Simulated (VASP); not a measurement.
Input of a VASP 6.6.1 run:

Contents of INCAR:

```
SYSTEM = GaP
PREC = Accurate ; ENCUT = 520
EDIFF = 1E-6 ; ISMEAR = 0
SIGMA = 0.05 ; LREAL = .FALSE.
LASPH = .TRUE. ; NELM = 60
ALGO = Normal ; ISIF = 2
LWAVE = .FALSE. ; LCHARG = .FALSE.
NBANDS = 26
```

Contents of KPOINTS:

```
regular mesh
0
G
  12 12 12
  0 0 0
```

The input POSCAR:

```
GaP
1.0
    1.7875739614      1.0320563078      6.1735776963
   -1.7875739614      1.0320563078      6.1735776963
    0.0000000000     -2.0641126157      6.1735776963
Ga P
2 2
Direct
    0.4353720000      0.4353720000      0.4353720000
    0.5646280000      0.5646280000      0.5646280000
    0.0573890000      0.0573890000      0.0573890000
    0.9426110000      0.9426110000      0.9426110000
```

Potentials or basis: VASP PAW LDA potentials, release 64 (Ga_d, P).

The run is started by

```console
$ cat potpaw_LDA.64/Ga_d/POTCAR potpaw_LDA.64/P/POTCAR > POTCAR
$ mpirun -np 1 vasp_std > vasp.out
```

(1) Predict the band gap on the k mesh.

(2) Estimate the pressure.

(3) What does it give for the largest force?

Answers

(1) 0.29 eV (least direct gap 1.26 eV).

(2) 16.4 GPa.

(3) 0.856 eV/Å.

Caveat: the cell differs from its parent crystal (strain -0.080 along x and y, -0.040 along z); the cell stands under pressure.
